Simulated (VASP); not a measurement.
# TaN (P6/mmm) in VASP: notebook

TaN is run at these levels: PBE; tasks: single point.

Program: VASP 6.6.1. These are calculated values, not measurements. Logs are shortened: lines on timing, memory, paths and dates and some standing lists are left out, and cuts for length are marked.

### 1 The cell of the first run

The structure is hexagonal, space group P6/mmm (No. 191). The conventional cell has a = 5.264 Å, b = 5.264 Å, c = 2.922 Å, α = 90.00°, β = 90.00°, γ = 120.00°. Within 3.5 Å of Ta (site symmetry 6/mmm) lie 6 N at 2.63 Å and 14 Ta at 2.92 to 3.37 Å. Ta (site symmetry -6m2) has 6 N at 2.11 Å within 2.8 Å. N (site symmetry mmm) has 6 Ta at 2.11 to 2.63 Å and 4 N at 2.63 Å within 2.8 Å.

### 2 Single point, PBE

INCAR reads:

```
PREC = Accurate ; ENCUT = 520
EDIFF = 1E-6 ; ISMEAR = 0
SIGMA = 0.1 ; LREAL = Auto
LASPH = T ; NELM = 60
ALGO = Normal ; ISIF = 2
LWAVE = F ; LCHARG = F
GGA = PE ; NBANDS = 87
```

KPOINTS reads:

```
Automatic mesh
0
Gamma
  5 5 5
```

POSCAR reads:

```
TaN
1.0
    2.6317805135      4.5583775637     -2.9218011614
    2.6317805135     -4.5583775637     -2.9218011614
   -5.2635610269      0.0000000000     -2.9218011614
Ta N
9 9
Direct
    0.0000000000      0.0000000000      0.0000000000
    0.6666666667      0.6666666667      0.6666666667
    0.3333333333      0.3333333333      0.3333333333
    0.8333333333      0.1666666667      0.5000000000
    0.5000000000      0.8333333333      0.1666666667
    0.1666666667      0.5000000000      0.8333333333
    0.8333333333      0.5000000000      0.1666666667
    0.5000000000      0.1666666667      0.8333333333
    0.1666666667      0.8333333333      0.5000000000
    0.8333333333      0.8333333333      0.3333333333
    0.5000000000      0.5000000000      0.0000000000
    0.1666666667      0.1666666667      0.6666666667
    0.0000000000      0.5000000000      0.5000000000
    0.6666666667      0.1666666667      0.1666666667
    0.3333333333      0.8333333333      0.8333333333
    0.8333333333      0.3333333333      0.8333333333
    0.5000000000      1.0000000000      0.5000000000
    0.1666666667      0.6666666667      0.1666666667
```

Potentials or basis: VASP PAW PBE potentials, release 64 (Ta_pv, N).

Started as:

```
$ cat potpaw_PBE.64/Ta_pv/POTCAR potpaw_PBE.64/N/POTCAR > POTCAR
$ mpirun -np 1 vasp_std > vasp.out
```

OUTCAR:

```text
PREC = Accurate
   ENCUT = 520
   EDIFF = 1E-6
   ISMEAR = 0
   LREAL = Auto
   LASPH = T
   NELM = 60
   ISIF = 2
   GGA = PE

 ion  position               nearest neighbor table
   1  0.000  0.000  0.000-  10 2.63  12 2.63  14 2.63  15 2.63  16 2.63  18 2.63   2 2.92   3 2.92
                             4 3.37   9 3.37   4 3.37   9 3.37   7 3.37   5 3.37   6 3.37   8 3.37
   2  0.667  0.667  0.667-  10 2.63  11 2.63  13 2.63  15 2.63  16 2.63  17 2.63   1 2.92   3 2.92
                             5 3.37   7 3.37   4 3.37   9 3.37   6 3.37   8 3.37   5 3.37   7 3.37
   3  0.333  0.333  0.333-  11 2.63  12 2.63  13 2.63  14 2.63  17 2.63  18 2.63   1 2.92   2 2.92
                             6 3.37   8 3.37   4 3.37   9 3.37   5 3.37   7 3.37   6 3.37   8 3.37
   4  0.833  0.167  0.500-  14 2.11  16 2.11  13 2.11  17 2.11  10 2.11  12 2.11   5 2.92   6 2.92
                             7 3.04   8 3.04   9 3.04   2 3.37   3 3.37   2 3.37   3 3.37   1 3.37
   5  0.500  0.833  0.167-  10 2.11  18 2.11  17 2.11  11 2.11  15 2.11  14 2.11   4 2.92   6 2.92
                             9 3.04   7 3.04   8 3.04   2 3.37   3 3.37   2 3.37   3 3.37   1 3.37
   6  0.167  0.500  0.833-  12 2.11  15 2.11  13 2.11  11 2.11  18 2.11  16 2.11   4 2.92   5 2.92
                             9 3.04   8 3.04   7 3.04   3 3.37   2 3.37   3 3.37   2 3.37   1 3.37
   7  0.833  0.500  0.167-  10 2.11  14 2.11  13 2.11  11 2.11  16 2.11  18 2.11   8 2.92   9 2.92
                             4 3.04   5 3.04   6 3.04   2 3.37   3 3.37   2 3.37   3 3.37   1 3.37
   8  0.500  0.167  0.833-  12 2.11  16 2.11  17 2.11  11 2.11  14 2.11  15 2.11   7 2.92   9 2.92
                             4 3.04   6 3.04   5 3.04   3 3.37   2 3.37   3 3.37   2 3.37   1 3.37
   9  0.167  0.833  0.500-  15 2.11  18 2.11  17 2.11  13 2.11  10 2.11  12 2.11   7 2.92   8 2.92
                             5 3.04   6 3.04   4 3.04   2 3.37   3 3.37   3 3.37   2 3.37   1 3.37
  10  0.833  0.833  0.333-   5 2.11   7 2.11   4 2.11   9 2.11   1 2.63   2 2.63
  11  0.500  0.500  0.000-   5 2.11   6 2.11   7 2.11   8 2.11   2 2.63   3 2.63
  12  0.167  0.167  0.667-   6 2.11   8 2.11   4 2.11   9 2.11   1 2.63   3 2.63
  13  0.000  0.500  0.500-   6 2.11   7 2.11   4 2.11   9 2.11   2 2.63   3 2.63
  14  0.667  0.167  0.167-   4 2.11   7 2.11   8 2.11   5 2.11   1 2.63   3 2.63
  15  0.333  0.833  0.833-   9 2.11   6 2.11   5 2.11   8 2.11   1 2.63   2 2.63
  16  0.833  0.333  0.833-   4 2.11   8 2.11   7 2.11   6 2.11   1 2.63   2 2.63
  17  0.500  0.000  0.500-   5 2.11   8 2.11   4 2.11   9 2.11   2 2.63   3 2.63
  18  0.167  0.667  0.167-   9 2.11   5 2.11   6 2.11   7 2.11   1 2.63   3 2.63

  LATTYP: Found a trigonal (rhomboedric) cell.
 ALAT       =     6.0201326158
 COS(alpha) =    -0.1466700457

  Lattice vectors:

 A1 = (   2.6317805135,   4.5583775637,  -2.9218011614)
 A2 = (   2.6317805135,  -4.5583775637,  -2.9218011614)
 A3 = (  -5.2635610269,   0.0000000000,  -2.9218011614)

Analysis of symmetry for initial positions (statically):
=====================================================================
 Subroutine PRICEL returns following result:

  LATTYP: Found a hexagonal cell.
 ALAT       =     5.2635610269
 C/A-ratio  =     0.5550997027

  Lattice vectors:

 A1 = (   2.6317805135,   4.5583775637,   0.0000000006)
 A2 = (   2.6317805135,  -4.5583775637,  -0.0000000003)
 A3 = (   0.0000000000,   0.0000000000,  -2.9218011611)

   3 primitive cells build up your supercell.

 Routine SETGRP: Setting up the symmetry group for a
 trigonal (rhombohedral) supercell.

 Subroutine GETGRP returns: Found 12 space group operations
 (whereof 12 operations were pure point group operations)
 out of a pool of 12 trial point group operations.

The static configuration has the point symmetry D_3d.

Analysis of symmetry for dynamics (positions and initial velocities):
=====================================================================
 Subroutine PRICEL returns following result:

  LATTYP: Found a hexagonal cell.
 ALAT       =     5.2635610269
 C/A-ratio  =     0.5550997027

  Lattice vectors:

 A1 = (   2.6317805135,   4.5583775637,   0.0000000006)
 A2 = (   2.6317805135,  -4.5583775637,  -0.0000000003)
 A3 = (   0.0000000000,   0.0000000000,  -2.9218011611)

   3 primitive cells build up your supercell.

 Routine SETGRP: Setting up the symmetry group for a
 trigonal (rhombohedral) supercell.

 Subroutine GETGRP returns: Found 12 space group operations
 (whereof 12 operations were pure point group operations)
 out of a pool of 12 trial point group operations.

[... 41 lines left out ...]
Automatic generation of k-mesh.
 Grid dimensions read from file:
 generate k-points for:    5    5    5

 Generating k-lattice:

  Cartesian coordinates                     Fractional coordinates (reciprocal lattice)
     0.012665697  0.021937630 -0.022816976     0.200000000 -0.000000000  0.000000000
     0.012665697 -0.021937630 -0.022816976    -0.000000000  0.200000000  0.000000000
    -0.025331393  0.000000000 -0.022816976     0.000000000  0.000000000  0.200000000

  Length of vectors
     0.034092431  0.034092431  0.034092431

  Shift w.r.t. Gamma in fractional coordinates (k-lattice)
     0.000000000  0.000000000  0.000000000

 Subroutine IBZKPT returns following result:
 ===========================================

 Found     19 irreducible k-points:

 Following reciprocal coordinates:
            Coordinates               Weight
  0.000000  0.000000  0.000000      1.000000
  0.200000  0.000000  0.000000      6.000000
  0.400000  0.000000  0.000000      6.000000
  0.200000  0.200000  0.000000      6.000000
  0.400000  0.200000 -0.000000     12.000000
 -0.400000  0.200000 -0.000000     12.000000
[... 11 lines left out ...]
  0.400000  0.400000  0.400000      2.000000
 -0.400000  0.400000  0.400000      6.000000
   k-points           NKPTS =     19   k-points in BZ     NKDIM =     19   number of bands    NBANDS=     87
   number of dos      NEDOS =    301   number of ions     NIONS =     18
   total plane-waves  NPLWV = 110592
   dimension x,y,z NGX =    48 NGY =   48 NGZ =   48
   dimension x,y,z NGXF=    96 NGYF=   96 NGZF=   96
   ions per type =               9   9
   NGX,Y,Z   is equivalent  to a cutoff of  13.26, 13.26, 13.26 a.u.
   NGXF,Y,Z  is equivalent  to a cutoff of  26.51, 26.51, 26.51 a.u.
 SYSTEM =  unknown system
   PREC   = accura    normal or accurate (medium, high low for compatibility)
   ISTART =      0    job   : 0-new  1-cont  2-samecut
   ICHARG =      2    charge: 1-file 2-atom 10-const
   ISPIN  =      1    spin polarized calculation?
   LNONCOLLINEAR =      F non collinear calculations
   LSORBIT =      F    spin-orbit coupling
   LASPH  =      T    aspherical Exc in radial PAW
   ENCUT  =  520.0 eV  38.22 Ry    6.18 a.u.  11.19 11.19 11.19*2*pi/ulx,y,z
   NELM   =     60;   NELMIN=  2; NELMDL= -5     # of ELM steps
   EDIFF  = 0.1E-05   stopping-criterion for ELM
   LREAL  =      T    real-space projection
   EDIFFG = 0.1E-04   stopping-criterion for IOM
   NSW    =      0    number of steps for IOM
   IBRION =     -1    ionic relax: 0-MD 1-quasi-New 2-CG
   NFREE  =      0    steps in history (QN), initial steepest desc. (CG)
   ISIF   =      2    stress and relaxation
   ISYM   =      2    0-nonsym 1-usesym 2-fastsym
   POTIM  = 0.5000    time-step for ionic-motion
   TEBEG  =    0.0;   TEEND  =   0.0 temperature during run
   PSTRESS=    0.0 pullay stress
   NELECT =     144.0000    total number of electrons
   NUPDOWN=      -1.0000    fix difference up-down
   EMIN   =  10.00;   EMAX   =-10.00  energy-range for DOS
   EFERMI =   0.00;   METHOD = LEGACY
   ISMEAR =     0;   SIGMA  =   0.10  broadening in eV -4-tet -1-fermi 0-gaus
   EFERMI_NEDOS =   21; number of points for ismear=-14 and -15
   IALGO  =     38    algorithm
   IMIX   =      4    mixing-type and parameters
     AMIX     =   0.40;   BMIX     =  1.00
     AMIX_MAG =   1.60;   BMIX_MAG =  1.00
  volume/ion in A,a.u.               =      11.68        78.85
  Fermi-wavevector in a.u.,A,eV,Ry     =   1.442918  2.726720 28.327505  2.082013
  Thomas-Fermi vector in A             =   2.561384
   LORBIT       =      0    0 simple, 1 ext, 2 COOP (PROOUT), +10 PAW based schemes
   GGA     = PE    functional components
   LHFCALC =     F    Hartree Fock is set to
   AEXX    =    0.0000 exact exchange contribution
   IVDW    =     0    specifies the selected vdW correction
   LEPSILON=     F    determine dielectric tensor
   LRPA    =     F    only Hartree local field effects (RPA)
 non-spin polarized calculation
 Gauss-broadening in eV      SIGMA  =   0.10
  energy-cutoff  :      520.00
  volume of cell :      210.31
 maximum number of plane-waves:      5687
 NGX is ok and might be reduce to    48
   NGX = 23   NGY = 23   NGZ = 23

 number of electron     144.0000001 magnetization

 Free energy of the ion-electron system (eV)
  ---------------------------------------------------
  ext. energy  EPLUGINS =         0.00000000
  ---------------------------------------------------
  free energy    TOTEN  =      -194.39334339 eV

  energy without entropy =     -194.38288013  energy(sigma->0) =     -194.38811176

 E-fermi :   7.7409     XC(G=0): -12.8657

 val. band max:        7.6688714817   @ k =   0.4000   0.2000  -0.0000
 cond. band min:       7.7986383453   @ k =   0.2000   0.2000   0.2000
 fundamental gap:      0.1297668636
 Fermi energy:         7.7408516918

 k-point     1 :       0.0000    0.0000    0.0000
  band No.  band energies     occupation
      1     -28.3731      2.00000
      2     -28.3731      2.00000
      3     -28.3731      2.00000
      4     -28.3731      2.00000
      5     -28.3666      2.00000
      6     -28.3666      2.00000
[... 1642 lines left out ...]
     83      10.0668      0.00000
     84      10.1064      0.00000
 [bands above 84 left out]

------------------------ aborting loop because EDIFF is reached ----------------------------------------

  FORCE on cell =-STRESS in cart. coord.  units (eV):
  Direction    XX          YY          ZZ          XY          YZ          ZX
  --------------------------------------------------------------------------------------
  -------------------------------------------------------------------------------------
  Total        0.3598786      0.3598786      1.6873150      0.0000000     -0.0000000     -0.0000000
  in kB        2.7416039      2.7416039     12.8541949      0.0000000     -0.0000000     -0.0000000
  external PRESSURE =       6.1124676 kB  Pullay stress =       0.0000000 kB

 VOLUME and BASIS-vectors are now :
 -----------------------------------------------------------------------------
  energy-cutoff  :      520.00
  volume of cell :      210.31
      direct lattice vectors                 reciprocal lattice vectors
     2.631780513  4.558377564 -2.921801161     0.063328483  0.109688150 -0.114084879
     2.631780513 -4.558377564 -2.921801161     0.063328483 -0.109688150 -0.114084879
    -5.263561027  0.000000000 -2.921801161    -0.126656965  0.000000000 -0.114084879

 POSITION                                       TOTAL-FORCE (eV/Angst)
 -----------------------------------------------------------------------------------
      0.00000      0.00000      0.00000        -0.000000      0.000000     -0.000000
      0.00000      0.00000     -5.84360        -0.000000      0.000000     -0.000000
      0.00000      0.00000     -2.92180        -0.000000      0.000000      0.000000
      0.00000      3.03892     -4.38270         0.000000     -0.000000     -0.000000
      2.63178     -1.51946     -4.38270         0.000000      0.000000     -0.000000
     -2.63178     -1.51946     -4.38270         0.000000      0.000000     -0.000000
[... 10 lines left out ...]
     -1.31589      2.27919     -2.92180         0.000000      0.000000     -0.000000
      1.31589     -2.27919     -2.92180        -0.000000      0.000000      0.000000
 -----------------------------------------------------------------------------------
    total drift:                                0.000000     -0.000000      0.000000

  FREE ENERGIE OF THE ION-ELECTRON SYSTEM (eV)
  ---------------------------------------------------
  free  energy   TOTEN  =      -194.3933433882 eV

  energy  without entropy=     -194.3828801338  energy(sigma->0) =     -194.38811176
```

Run time: 18 min. Hardware: 1 thread of AMD EPYC, shared host; peak memory 0.42 GiB.

What came out:

| Item | Value |
| --- | --- |
| Free energy | -194.3933 eV |
| Pressure | 0.6 GPa |
| Band gap on the k mesh | zero (bands 72 and 73 overlap by 2.06 eV) |

Levels at points of the mesh, in eV from the Fermi level:
```csv
k point,band 69,band 70,band 71,band 72,band 73,band 74,band 75,band 76
"(0.00, 0.00, 0.00)",-1.34,-1.34,-1.34,-1.09,-1.09,0.99,0.99,1.18
```

Caveat: spin-orbit coupling is left out, which moves the levels of the heavy elements.

(Continued in part 2 of 3.)
